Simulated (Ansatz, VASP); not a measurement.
Two plane-wave programs on BN

Contents of POSCAR:

```
BN
1.0
    0.0000000000      1.7404809600      1.6679609200
    1.7404809600      0.0000000000      1.6679609200
    1.7404809600      1.7404809600      0.0000000000
B N
1 1
Direct
    0.0000000000      0.0000000000      0.0000000000
    0.7500000000      0.7500000000      0.7500000000
```

The input INCAR.step1:

```
ALGO = Normal
EDIFF = 1E-4
ENCUT = 520
GGA = PE
ISMEAR = 0
LASPH = True
LCHARG = False
LREAL = False
LWAVE = True
NBANDS = 11
NELM = 80
PREC = Accurate
SIGMA = 0.05
```

The input INCAR.step2:

```
ALGO = Normal
EDIFF = 1E-6
ENCUT = 520
ISIF = 2
ISMEAR = 0
ISTART = 1
LASPH = True
LCHARG = False
LMIXTAU = True
LREAL = False
LWAVE = False
METAGGA = R2SCAN
NBANDS = 11
NELM = 80
PREC = Accurate
SIGMA = 0.05
```

The input KPOINTS:

```
k-points
0
Gamma
  12 12 12
```

Input for Ansatz:

```yaml
crystal:
  lattice:
    - [0.0, 1.74048096, 1.66796092]
    - [1.74048096, 0.0, 1.66796092]
    - [1.74048096, 1.74048096, 0.0]
  atoms:
    - { symbol: B, position: [0.0, 0.0, 0.0] }
    - { symbol: "N", position: [0.75, 0.75, 0.75] }
basis:
  ecutwfc: 500
kpoints:
  mp_grid: { grid: [12, 12, 12] }
hamiltonian:
  xc: r2scan
scf:
  occupations: { method: gaussian, width: 0.05 }
output:
  forces: true
  stress: true
  eigenvalues: true
```

Change from the starting cell: strain -0.040 along x and y, -0.080 along z, atoms carried along.

Alike in both runs: task single point; functional r2SCAN; k mesh 12 × 12 × 12; occupations gaussian, width 0.05 eV; no spin polarisation.

```csv
,VASP,Ansatz
version,VASP 6.6.1,Ansatz 0.2.0
potentials or method,"VASP PAW PBE potentials, release 64 (B, N), cutoff 520 eV","scalar-relativistic, plane waves, PAW"
valence electrons in the cell,8,8
```

Ansatz gave:

| Quantity | Value |
| --- | --- |
| gap on the k mesh at the Fermi level (eV) | 4.32 |
| least direct gap on the mesh (eV) | 9.86 |
| pressure (GPa) | 78.0 |
| traceless stress, the component that is largest in VASP (GPa) | 19.71 |

Problem. Estimate VASP's values.

Solution. gap on the k mesh at the Fermi level (eV): 4.28; least direct gap on the mesh (eV): 9.81; pressure (GPa): 79.7; traceless stress, the component that is largest in VASP (GPa): 19.66.

VASP's potentials were made for PBE, not for r2SCAN. Both programs put the cell under a high pressure, so it lies far from rest at this level.

Noted on VASP's run: the cell as given lies far from equilibrium.
